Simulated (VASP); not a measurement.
A run of VASP 6.6.1:

File INCAR:

```
SYSTEM = Ti
ALGO = Normal
EDIFF = 1E-8
ENCUT = 400
GGA = PE
GGA_COMPAT = .FALSE.
ISIF = 2
ISMEAR = -1
LASPH = .TRUE.
LCHARG = .FALSE.
LEFG = .TRUE.
LREAL = .FALSE.
LWAVE = .FALSE.
NBANDS = 19
NELM = 120
PREC = Accurate
SIGMA = 0.08
```

File KPOINTS:

```
k-points
0
G
  13 13 7
  0 0 0
```

Contents of POSCAR:

```
Ti
1.0
    2.9204978818      0.0000000000      0.0000000000
   -1.4602489409      2.5292253573      0.0000000000
    0.0000000000      0.0000000000      4.6860000000
Ti
2
Direct
    0.3333333333      0.6666666667      0.2500000000
    0.6666666667      0.3333333333      0.7500000000
```

Potentials or basis: VASP PAW PBE potentials, release 64 (Ti_sv).

The run is started by

```sh
$ cat potpaw_PBE.64/Ti_sv/POTCAR > POTCAR
$ mpirun -np 1 vasp_std > vasp.out
```

Hardware: 1 thread of Intel(R) Xeon(R) Platinum 8259CL CPU @ 2.50GHz (Skylake/Cascade Lake), on a shared host.

Task: How long does it take, and how much memory?

Result: Run time: 50 s on 1 thread of Intel(R) Xeon(R) Platinum 8259CL CPU @ 2.50GHz (Skylake/Cascade Lake), on a shared host, peak memory 0.15 GiB. Counts: scf iterations 15, k points 84.
